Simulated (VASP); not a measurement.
Here is a VASP 6.6.1 calculation.

File INCAR:

```
SYSTEM = Mg
PREC = Accurate ; ENCUT = 520
EDIFF = 1E-6 ; ISMEAR = 1
SIGMA = 0.1 ; LREAL = .False.
LASPH = .True. ; NELM = 100
ALGO = Normal ; ISIF = 2
LWAVE = .False. ; LCHARG = .False.
GGA = B5 ; ALDAX = 1.0
AGGAX = 1.0 ; AGGAC = 1.0
ALDAC = 0.0 ; NBANDS = 7
ISYM = 0
```

File KPOINTS:

```
Automatic mesh
0
Gamma
  3 5 2
  0 0 0
```

The input POSCAR:

```
Mg
1.0
    3.0502998005      0.0000000000      0.0000000000
   -1.5251499003      2.6416371164      0.0000000000
    0.0000000000      0.0000000000      3.0448375700
Mg
1
Direct
    0.7760000000      0.4860000000      0.2170000000
```

Potentials or basis: VASP PAW PBE potentials, release 64 (Mg).

Run with:

```bash
$ cat potpaw_PBE.64/Mg/POTCAR > POTCAR
$ mpirun -np 1 vasp_std > vasp.out
```

Task: Predict the pressure.

Result: 4.0 GPa.

Task: Estimate the band gap on the k mesh.

Result: Zero (band 1 reaches 4.88 eV, above the bottom of band 2 at 0.52 eV).

Stress tensor (GPa, compression positive):
```
-3.66 -1.80  0.00
-1.80 -4.06  0.00
 0.00  0.00 19.64
```

Caveat: the k points lie up to 1.03 Å⁻¹ apart; the PAW data sets were made with another functional, which shifts forces and pressure a little.
